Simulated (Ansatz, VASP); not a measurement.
# One calculation of SiB4Mo, two programs

```
CELL_PARAMETERS angstrom
2.09587 -4.01514 0.00000
2.09587 4.01514 0.00000
0.00000 0.00000 3.01926
ATOMIC_POSITIONS crystal
Si 0.00000 0.00000 0.50000
B 0.19128 0.80872 0.00000
B 0.80872 0.19128 0.00000
B 0.00000 0.50000 0.50000
B 0.50000 0.00000 0.50000
Mo 0.50000 0.50000 0.00000
```

Change from the starting cell: species swapped into the NdCuNi4 type (Cmmm, No. 65).

Alike in both runs: functional PBE; k mesh 6 × 6 × 6; occupations gaussian, width 0.1 eV; no spin polarisation.

Ansatz relaxed the structure, and its values are those at the end. VASP's run is a single point on that final structure, the one shown.

```csv
,VASP,Ansatz
version,VASP 6.6.1,Ansatz 0.2.0
potentials or method,"VASP PAW PBE potentials, release 64 (Si, B, Mo_sv), cutoff 520 eV","scalar-relativistic, plane waves, PAW"
valence electrons in the cell,30,30
```

|  | VASP | Ansatz | Ansatz less VASP |
| --- | --- | --- | --- |
| gap on the k mesh at the Fermi level (eV) | none | none | - |
| pressure (GPa) | 0.0 | 0.0 | -0.06 |

A gap of «none» marks a metal or a gap that the smearing closes. The functional is the same, so the differences come from potentials, cutoffs and numerics.
